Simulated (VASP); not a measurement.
Crystal: TeS2.

```
Te S
1.0
     0.00000    3.32325    3.32325
     3.32325    0.00000    3.32325
     3.32325    3.32325    0.00000
Te S
1 2
Direct
  0.00000 0.00000 0.00000
  0.25000 0.25000 0.25000
  0.75000 0.75000 0.75000
```

```yaml
Program: VASP 6.6.1
Task: relaxation of cell and atoms
Functional: r2SCAN
Potentials_or_basis: VASP PAW PBE potentials, release 64 (Te, S)
Cutoff: 600 eV
k_mesh: 12 × 12 × 12
Occupations: gaussian, width 0.1 eV
Spin: no spin polarisation
```

At the start: pressure -3.6 GPa; volume 24.47 Å³/atom.

Task: Where does the relaxation end?

Result: Over 3 steps the energy falls by 16.4 meV/atom and the volume is 23.09 Å³/atom (-5.6 %); space group Fm-3m (No. 225, to 0.1 Å) before and after.

The path:
```csv
step,energy change (eV),largest force (eV/Å),pressure (GPa),volume (Å³)
1,0.0000,0.0000,-3.64,73.40
2,-0.0404,0.0000,1.77,67.65
3,-0.0493,0.0000,0.00,69.28
```

Final structure:
```yaml
crystal:
  lattice:
    - [0.00000, 3.25978, 3.25978]
    - [3.25978, 0.00000, 3.25978]
    - [3.25978, 3.25978, 0.00000]
  atoms:
    - { symbol: Te, position: [0.00000, 0.00000, 0.00000] }
    - { symbol: S, position: [0.25000, 0.25000, 0.25000] }
    - { symbol: S, position: [0.75000, 0.75000, 0.75000] }
```

Caveat: the PAW data sets were made with another functional, which shifts forces and pressure a little.
